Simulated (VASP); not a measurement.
Runs of VASP 6.6.1 on Ga2SnO3. The structure is that of space group P6/mmm (No. 191), or close to it. The cells are those of the table. 

```csv
task,cell,k mesh,cutoff (eV),gap on the mesh (eV),pressure (GPa)
single point,"a = 5.666, b = 5.666, c = 2.821 Å, angles 90.0, 90.0, 120.0°, 6 atoms",6 × 6 × 6,520,none,0.1
relaxation of cell and atoms,"relaxed from a = 5.728, b = 5.728, c = 3.176 Å, angles 90.0, 90.0, 120.0°, 6 atoms",6 × 6 × 6,600,none,0.1
single point,"a = 5.728, b = 5.728, c = 3.176 Å, angles 90.0, 90.0, 120.0°, 6 atoms",6 × 6 × 6,520,none,-12.7
single point,"a = 5.653, b = 5.653, c = 2.822 Å, angles 90.0, 90.0, 120.0°, 6 atoms",12 × 12 × 14,520,none,(a)
```

Alike in all rows: level PBE; potentials or basis VASP PAW PBE potentials, release 64 (Ga_d, Sn_d, O); no spin polarisation; smearing gaussian 0.1 eV.

Problem. Estimate the missing entries.

Solution. (a) 0.4.

Caveats: some runs use coarse meshes; spin-orbit coupling is left out, which moves the levels of the heavy elements.

A k mesh can miss the band edges, and the runs leave out spin-orbit coupling on Ga, Sn.

A gap of «none» marks levels without a gap at the run's occupations.
